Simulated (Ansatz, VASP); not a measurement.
# CdTe: VASP beside Ansatz

```
CELL_PARAMETERS angstrom
0.00000 3.30869 3.30869
3.30869 0.00000 3.30869
3.30869 3.30869 0.00000
ATOMIC_POSITIONS crystal
Cd 0.00000 0.00000 0.00000
Te 0.25000 0.25000 0.25000
```

Alike in both runs: task relaxation of cell and atoms; functional PBE; k mesh 11 × 11 × 11; occupations fermi-dirac, width 0.05 eV; non-collinear spin, spin-orbit coupling.

|  | VASP | Ansatz |
| --- | --- | --- |
| version | VASP 6.6.1 | Ansatz 0.2.0 |
| potentials or method | VASP PAW PBE potentials, release 64 (Cd, Te), cutoff 600 eV | all-electron LAPW |

Ansatz gave:

| Quantity | Value |
| --- | --- |
| net moment per atom (μB) | 0.00 |
| relaxed volume (Å³/atom) | 36.29 |
| relaxed cell length with the largest relative difference (Å) | 4.682 |

Q: What did VASP give for the same quantities?

A: net moment per atom (μB): 0.00; relaxed volume (Å³/atom): 36.38; relaxed cell length with the largest relative difference (Å): 4.686.

Ansatz ran all-electron here, and VASP with PAW potentials.
